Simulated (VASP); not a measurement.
# Ni (P6/mmm) in VASP: a series of runs

The runs below take Ni through single point, with PBEsol.

Everything below comes from runs of VASP 6.6.1. Logs are shortened: lines on timing, memory, paths and dates and some standing lists are left out, and cuts for length are marked.

### 1 The cell of the first run

It takes space group P6/mmm (No. 191, hexagonal). Conventional cell: a = 3.982 Å, b = 3.982 Å, c = 2.395 Å, α = 90.00°, β = 90.00°, γ = 120.00°. Within 3.2 Å of Ni (site symmetry 6/mmm) lie 14 Ni at 2.40 to 2.59 Å. Ni (site symmetry -6m2) has 11 Ni at 2.30 to 2.59 Å within 3.0 Å.

### 2 Single point, PBEsol (volume scaled by 1.04)

INCAR reads:

```
SYSTEM = Ni
PREC = Accurate ; ENCUT = 520
EDIFF = 1E-7 ; ISMEAR = -1
SIGMA = 0.1 ; LREAL = .FALSE.
LASPH = .TRUE. ; NELM = 100
ALGO = Normal ; ISIF = 2
LWAVE = .FALSE. ; LCHARG = .FALSE.
GGA = PS ; NBANDS = 22
```

KPOINTS reads:

```
regular mesh
0
G
  10 10 15
  0 0 0
```

POSCAR reads:

```
Ni
1.0
    3.9824903096      0.0000000000      0.0000000000
   -1.9912451548      3.4489377785      0.0000000000
    0.0000000000      0.0000000000      2.3951558179
Ni
3
Direct
    1.0000000000      1.0000000000      0.0000000000
    0.3333333333      0.6666666667      0.5000000000
    0.6666666667      0.3333333333      0.5000000000
```

Potentials or basis: VASP PAW PBE potentials, release 64 (Ni).

Run with:

```
> cat potpaw_PBE.64/Ni/POTCAR > POTCAR
> mpirun -np 1 vasp_std > vasp.out
```

OUTCAR:

```text
SYSTEM = Ni
   PREC = Accurate
   ENCUT = 520
   EDIFF = 1E-7
   ISMEAR = -1
   LREAL = .FALSE.
   LASPH = .TRUE.
   NELM = 100
   ISIF = 2
   GGA = PS

 ion  position               nearest neighbor table
   1  0.000  0.000  0.000-   2 2.59   3 2.59   2 2.59   3 2.59   3 2.59   3 2.59   2 2.59   2 2.59
                             3 2.59   3 2.59   2 2.59   2 2.59
   2  0.333  0.667  0.500-   3 2.30   3 2.30   3 2.30   1 2.59   1 2.59   1 2.59   1 2.59   1 2.59
                             1 2.59
   3  0.667  0.333  0.500-   2 2.30   2 2.30   2 2.30   1 2.59   1 2.59   1 2.59   1 2.59   1 2.59
                             1 2.59

  LATTYP: Found a hexagonal cell.
 ALAT       =     3.9824903096
 C/A-ratio  =     0.6014216311

  Lattice vectors:

 A1 = (   3.9824903096,   0.0000000000,   0.0000000000)
 A2 = (  -1.9912451548,   3.4489377785,   0.0000000000)
 A3 = (   0.0000000000,   0.0000000000,   2.3951558179)

Analysis of symmetry for initial positions (statically):
=====================================================================
 Subroutine PRICEL returns:
 Original cell was already a primitive cell.

 Routine SETGRP: Setting up the symmetry group for a
 hexagonal supercell.

 Subroutine GETGRP returns: Found 24 space group operations
 (whereof 24 operations were pure point group operations)
 out of a pool of 24 trial point group operations.

The static configuration has the point symmetry D_6h.

Analysis of symmetry for dynamics (positions and initial velocities):
=====================================================================
 Subroutine PRICEL returns:
 Original cell was already a primitive cell.

 Routine SETGRP: Setting up the symmetry group for a
 hexagonal supercell.

 Subroutine GETGRP returns: Found 24 space group operations
 (whereof 24 operations were pure point group operations)
 out of a pool of 24 trial point group operations.

The dynamic configuration has the point symmetry D_6h.

 Subroutine INISYM returns: Found 24 space group operations
 (whereof 24 operations are pure point group operations),
 and found     1 'primitive' translations

----------------------------------------------------------------------------------------

                                     Primitive cell

  volume of cell :      32.8983

  direct lattice vectors                    reciprocal lattice vectors
     3.982490310  0.000000000  0.000000000     0.251099167  0.144972172  0.000000000
    -1.991245155  3.448937778  0.000000000     0.000000000  0.289944344  0.000000000
     0.000000000  0.000000000  2.395155818     0.000000000  0.000000000  0.417509371

  length of vectors
     3.982490310  3.982490310  2.395155818     0.289944344  0.289944344  0.417509371

  position of ions in fractional coordinates (direct lattice)
     0.000000000  0.000000000  0.000000000
     0.333333333  0.666666667  0.500000000
     0.666666667  0.333333333  0.500000000

  ion indices of the primitive-cell ions
   primitive index   ion index
                 1           1
                 2           2
                 3           3

----------------------------------------------------------------------------------------

 KPOINTS: regular mesh

Automatic generation of k-mesh.
 Grid dimensions read from file:
 generate k-points for:   10   10   15

 Generating k-lattice:

  Cartesian coordinates                     Fractional coordinates (reciprocal lattice)
     0.025109917  0.014497217  0.000000000     0.100000000 -0.000000000  0.000000000
     0.000000000  0.028994434  0.000000000     0.000000000  0.100000000  0.000000000
     0.000000000  0.000000000  0.027833958     0.000000000  0.000000000  0.066666667

  Length of vectors
     0.028994434  0.028994434  0.027833958

  Shift w.r.t. Gamma in fractional coordinates (k-lattice)
     0.000000000  0.000000000  0.000000000

 Subroutine IBZKPT returns following result:
 ===========================================

 Found    112 irreducible k-points:

 Following reciprocal coordinates:
            Coordinates               Weight
  0.000000  0.000000  0.000000      1.000000
  0.100000  0.000000  0.000000      6.000000
  0.200000  0.000000  0.000000      6.000000
  0.300000 -0.000000  0.000000      6.000000
  0.400000  0.000000  0.000000      6.000000
  0.500000  0.000000  0.000000      3.000000
[... 16 lines left out ...]
  0.300000  0.100000  0.066667     24.000000
  0.400000  0.100000  0.066667     24.000000
 [... further k-points ...]
   k-points           NKPTS =    112   k-points in BZ     NKDIM =    112   number of bands    NBANDS=     22
   number of dos      NEDOS =    301   number of ions     NIONS =      3
   total plane-waves  NPLWV =  16200
   dimension x,y,z NGX =    30 NGY =   30 NGZ =   18
   dimension x,y,z NGXF=    60 NGYF=   60 NGZF=   36
   ions per type =               3
   NGX,Y,Z   is equivalent  to a cutoff of  12.52, 12.52, 12.49 a.u.
   NGXF,Y,Z  is equivalent  to a cutoff of  25.05, 25.05, 24.99 a.u.
[... 69 lines left out ...]
      3       6.2134      2.00000
      4       6.2134      2.00000
      5       6.2331      2.00000
      6       6.2331      2.00000
[... 14 lines left out ...]
     21      17.4111      0.00000
     22      17.5323      0.00000

 k-point     2 :       0.1000    0.0000    0.0000
  band No.  band energies     occupation
      1       0.2150      2.00000
      2       5.0964      2.00000
      3       5.8661      2.00000
      4       6.0511      2.00000
      5       6.1736      2.00000
      6       6.5093      2.00000
[... 14 lines left out ...]
     21      18.0836      0.00000
     22      18.6585      0.00000

 k-point     3 :       0.2000    0.0000    0.0000
  band No.  band energies     occupation
      1       0.6168      2.00000
      2       5.0286      2.00000
      3       5.4982      2.00000
      4       5.9047      2.00000
      5       5.9927      2.00000
      6       6.5472      2.00000
[... 14 lines left out ...]
     21      19.3453      0.00000
     22      21.1081      0.00000

 k-point     4 :       0.3000   -0.0000    0.0000
  band No.  band energies     occupation
      1       1.2646      2.00000
      2       4.7485      2.00000
      3       5.0521      2.00000
      4       5.7909      2.00000
      5       6.0261      2.00000
      6       6.4644      2.00000
[... 14 lines left out ...]
     21      21.0264      0.00000
     22      23.8336      0.00000

 k-point     5 :       0.4000    0.0000    0.0000
  band No.  band energies     occupation
      1       2.1190      2.00000
      2       4.0938      2.00000
      3       4.6472      2.00000
      4       5.9214      2.00000
      5       6.1108      2.00000
      6       6.3113      2.00000
[... 14 lines left out ...]
     21      23.0558      0.00000
     22      26.4984      0.00000

 k-point     6 :       0.5000    0.0000    0.0000
  band No.  band energies     occupation
      1       3.0675      2.00000
      2       3.1497      2.00000
      3       4.5446      2.00000
      4       6.1117      2.00000
      5       6.1249      2.00000
      6       6.1633      2.00000
[... 14 lines left out ...]
     21      24.6075      0.00000
     22      25.3402      0.00000

 k-point     7 :       0.1000    0.1000    0.0000
  band No.  band energies     occupation
      1       0.4839      2.00000
      2       5.0664      2.00000
      3       5.6162      2.00000
      4       5.7807      2.00000
      5       6.2693      2.00000
      6       6.4972      2.00000
[... 324 lines left out ...]
      6       6.1816      2.00000
[... 14 lines left out ...]
     21      24.7115      0.00000
     22      25.3839      0.00000

 k-point    21 :       0.1000    0.1000    0.0667
  band No.  band energies     occupation
      1       0.6063      2.00000
      2       5.1458      2.00000
      3       5.6411      2.00000
      4       5.7741      2.00000
      5       6.3004      2.00000
      6       6.4506      2.00000
[... 14 lines left out ...]
     21      19.9987      0.00000
     22      20.0542      0.00000

 k-point    22 :       0.2000    0.1000    0.0667
  band No.  band energies     occupation
      1       1.1273      2.00000
      2       4.9486      2.00000
      3       5.2793      2.00000
      4       5.7408      2.00000
      5       6.1996      2.00000
      6       6.5563      2.00000
[... 14 lines left out ...]
     21      21.6466      0.00000
     22      22.6718      0.00000

 k-point    23 :       0.3000    0.1000    0.0667
  band No.  band energies     occupation
      1       1.8715      2.00000
      2       4.5404      2.00000
      3       4.8314      2.00000
      4       5.8701      2.00000
      5       6.1612      2.00000
      6       6.4698      2.00000
[... 14 lines left out ...]
     21      23.5329      0.00000
     22      25.4201      0.00000

 k-point    24 :       0.4000    0.1000    0.0667
  band No.  band energies     occupation
      1       2.7788      2.00000
      2       3.7449      2.00000
      3       4.6018      2.00000
      4       6.0669      2.00000
      5       6.1852      2.00000
      6       6.2964      2.00000
[... 14 lines left out ...]
     21      24.6225      0.00000
     22      25.6359      0.00000

 [... further k-points ...]
[... 5 lines left out ...]
  --------------------------------------------------------------------------------------
  -------------------------------------------------------------------------------------
  Total       -1.6084860     -1.6084860     -1.6002200      0.0000000     -0.0000000     -0.0000000
  in kB      -78.3346688    -78.3346688    -77.9321085      0.0000000     -0.0000000     -0.0000000
  external PRESSURE =     -78.2004820 kB  Pullay stress =       0.0000000 kB

 VOLUME and BASIS-vectors are now :
 -----------------------------------------------------------------------------
  energy-cutoff  :      520.00
  volume of cell :       32.90
      direct lattice vectors                 reciprocal lattice vectors
     3.982490310  0.000000000  0.000000000     0.251099167  0.144972172  0.000000000
    -1.991245155  3.448937778  0.000000000     0.000000000  0.289944344  0.000000000
     0.000000000  0.000000000  2.395155818     0.000000000  0.000000000  0.417509371

 POSITION                                       TOTAL-FORCE (eV/Angst)
 -----------------------------------------------------------------------------------
      0.00000      0.00000      0.00000        -0.000000     -0.000000      0.000000
     -0.00000      2.29929      1.19758        -0.000000      0.000000     -0.000000
      1.99125      1.14965      1.19758         0.000000     -0.000000      0.000000
 -----------------------------------------------------------------------------------
    total drift:                               -0.000000      0.000000      0.000000

  FREE ENERGIE OF THE ION-ELECTRON SYSTEM (eV)
  ---------------------------------------------------
  free  energy   TOTEN  =       -18.0134792994 eV

  energy  without entropy=      -17.7544988730  energy(sigma->0) =      -17.88398909
```

Wall time 78 s (1 thread of Intel Xeon Platinum 8259CL at 2.50GHz (Skylake/Cascade Lake), shared host); peak memory 0.18 GiB.

Results:

- Free energy: -18.0135 eV
- Pressure: -7.8 GPa
- Band gap on the k mesh: zero (band 15 reaches 9.31 eV, above the bottom of band 16 at 8.76 eV)

Caveat: the cell differs from its parent crystal (volume scaled by 1.04); the PAW data sets were made with another functional, which shifts forces and pressure a little; the run has no spin polarisation, though such a crystal can be magnetic. Spin polarisation is off, so any magnetic state and its effect on volume and gap are missing.

### 3 Single point, PBEsol (volume scaled by 1.08)

INCAR reads:

```
SYSTEM = Ni
  PREC = Accurate
  ENCUT = 520
  EDIFF = 1E-7
  ISMEAR = -1
  SIGMA = 0.1
  LREAL = .False.
  LASPH = .True.
  NELM = 80
  ALGO = Normal
  ISIF = 2
  LWAVE = .False.
  LCHARG = .True.
  GGA = PS
  LELF = .True.
  LVHAR = .True.
  NBANDS = 22
```

KPOINTS reads:

```
regular mesh
0
Gamma
  10 10 15
  0 0 0
```

POSCAR reads:

```
Ni
1.0
    4.0329069315      0.0000000000      0.0000000000
   -2.0164534658      3.4925998538      0.0000000000
    0.0000000000      0.0000000000      2.4254774649
Ni
3
Direct
    1.0000000000      1.0000000000      0.0000000000
    0.3333333333      0.6666666667      0.5000000000
    0.6666666667      0.3333333333      0.5000000000
```

Potentials or basis: VASP PAW PBE potentials, release 64 (Ni).

Run with:

```
> cat potpaw_PBE.64/Ni/POTCAR > POTCAR
> mpirun -np 1 vasp_std > vasp.out
```

Wall time 78 s (1 thread of Intel Xeon Platinum 8259CL at 2.50GHz (Skylake/Cascade Lake), shared host); peak memory 0.19 GiB.

The run converged. Its results:

- Free energy: -17.9265 eV
- Pressure: -14.0 GPa
- Band gap on the k mesh: zero (band 15 reaches 8.77 eV, above the bottom of band 16 at 8.24 eV)

Stress tensor (GPa, compression positive):
```
-14.06   0.00   0.00
  0.00 -14.06   0.00
  0.00   0.00 -13.77
```

Levels at points of the mesh, in eV from the Fermi level:
```
           k point  band 12  band 13  band 14  band 15  band 16  band 17  band 18  band 19  band 20  band 21
(0.00, 0.00, 0.00)    -0.98    -0.93    -0.93     0.06     0.06     6.10     6.10     6.10     6.10     8.15
(0.50, 0.00, 0.00)    -0.40    -0.22    -0.20    -0.19    -0.12     0.09     0.22     6.19    15.28    15.31
```

Caveat: the cell differs from its parent crystal (volume scaled by 1.08); the PAW data sets were made with another functional, which shifts forces and pressure a little; the run has no spin polarisation, though such a crystal can be magnetic. Spin polarisation is off, so any magnetic state and its effect on volume and gap are missing.

### 4 Single point, PBEsol (volume scaled by 1.12)

INCAR reads:

```
  ALGO = Normal
  EDIFF = 1E-6
  ENCUT = 520
  GGA = PS
  ISIF = 2
  ISMEAR = -1
  LASPH = True
  LCHARG = True
  LELF = True
  LREAL = False
  LVHAR = True
  LWAVE = False
  NBANDS = 22
  NELM = 60
  PREC = Accurate
  SIGMA = 0.1
```

KPOINTS reads:

```
k-points
0
Gamma
  10 10 15
```

POSCAR reads:

```
Ni
1.0
    4.0820935709      0.0000000000      0.0000000000
   -2.0410467855      3.5351967331      0.0000000000
    0.0000000000      0.0000000000      2.4550593738
Ni
3
Direct
    1.0000000000      1.0000000000      0.0000000000
    0.3333333333      0.6666666667      0.5000000000
    0.6666666667      0.3333333333      0.5000000000
```

Run with:

```
> cat potpaw_PBE.64/Ni/POTCAR > POTCAR
> mpirun -np 1 vasp_std > vasp.out
```

Wall time 67 s (1 thread of Intel Xeon Platinum 8259CL at 2.50GHz (Skylake/Cascade Lake), shared host); peak memory 0.19 GiB.

The run converged. Its results:

- Free energy: -17.7963 eV
- Pressure: -18.8 GPa
- Band gap on the k mesh: zero (band 15 reaches 8.26 eV, above the bottom of band 16 at 7.76 eV)

Stress tensor (GPa, compression positive):
```
-18.94   0.00   0.00
  0.00 -18.94   0.00
  0.00   0.00 -18.44
```

Levels at points of the mesh, in eV from the Fermi level:
```
           k point  band 14  band 15  band 16  band 17  band 18  band 19
(0.00, 0.00, 0.00)    -0.88     0.05     0.05     5.94     5.94     5.95
(0.50, 0.00, 0.00)    -0.20    -0.19    -0.12     0.08     0.28     5.93
```

Caveat: the cell differs from its parent crystal (volume scaled by 1.12); the PAW data sets were made with another functional, which shifts forces and pressure a little; the run has no spin polarisation, though such a crystal can be magnetic. Spin polarisation is off, so any magnetic state and its effect on volume and gap are missing.

### 5 Single point, PBEsol

This run uses another cell than the first one, of 10.54 Å³/atom, 0.962 times its volume.

INCAR reads:

```
SYSTEM = Ni
PREC = Accurate
ENCUT = 520
EDIFF = 1E-6
ISMEAR = -1
SIGMA = 0.1
LREAL = .False.
LASPH = .True.
NELM = 80
ALGO = Normal
ISIF = 2
LWAVE = .False.
LCHARG = .True.
GGA = PS
LELF = .True.
LVHAR = .True.
NBANDS = 22
```

KPOINTS reads:

```
Automatic mesh
0
Gamma
  12 12 17
  0 0 0
```

POSCAR reads:

```
Ni
1.0
    3.9307638014      0.0000000000      0.0000000000
   -1.9653819007      3.4041413083      0.0000000000
    0.0000000000      0.0000000000      2.3640463770
Ni
3
Direct
    1.0000000000      1.0000000000      0.0000000000
    0.3333333333      0.6666666667      0.5000000000
    0.6666666667      0.3333333333      0.5000000000
```

Run with:

```
> cat potpaw_PBE.64/Ni/POTCAR > POTCAR
> mpirun -np 1 vasp_std > vasp.out
```

Wall time 1.7 min (1 thread of Intel Xeon Platinum 8259CL at 2.50GHz (Skylake/Cascade Lake), shared host); peak memory 0.21 GiB.

It converged, with:

- Free energy: -18.0459 eV
- Pressure: 0.0 GPa
- Band gap on the k mesh: zero (band 15 reaches 9.92 eV, above the bottom of band 16 at 9.31 eV)

Stress tensor (GPa, compression positive):
```
 0.10  0.00  0.00
 0.00  0.10  0.00
 0.00  0.00 -0.15
```

Levels at points of the mesh, in eV from the Fermi level:
```
           k point  band 12  band 13  band 14  band 15  band 16  band 17  band 18  band 19  band 20  band 21
(0.00, 0.00, 0.00)    -1.09    -1.03    -1.03     0.08     0.08     6.44     6.44     6.45     6.45     8.83
(0.50, 0.00, 0.00)    -0.44    -0.24    -0.22    -0.20    -0.13     0.10     0.11     6.75    15.99    16.06
```

Caveat: the PAW data sets were made with another functional, which shifts forces and pressure a little; the run has no spin polarisation, though such a crystal can be magnetic.

### 6 Summary

| cell | k mesh | gap on the mesh (eV) | pressure (GPa) |
| --- | --- | --- | --- |
| a = 3.982, b = 3.982, c = 2.395 Å, angles 90.0, 90.0, 120.0°, 3 atoms | 10 × 10 × 15 | none | -7.8 |
| a = 4.033, b = 4.033, c = 2.425 Å, angles 90.0, 90.0, 120.0°, 3 atoms | 10 × 10 × 15 | none | -14.0 |
| a = 4.082, b = 4.082, c = 2.455 Å, angles 90.0, 90.0, 120.0°, 3 atoms | 10 × 10 × 15 | none | -18.8 |
| a = 3.931, b = 3.931, c = 2.364 Å, angles 90.0, 90.0, 120.0°, 3 atoms | 12 × 12 × 17 | none | 0.0 |

Alike in all rows: task single point; level PBEsol; potentials or basis VASP PAW PBE potentials, release 64 (Ni); no spin polarisation; cutoff (eV) 520; smearing fermi-dirac 0.1 eV.

Caveats: the PAW data sets were made with another functional, which shifts forces and pressure a little; the run has no spin polarisation, though such a crystal can be magnetic.

Absolute energies hang on the potentials; compare differences alone.
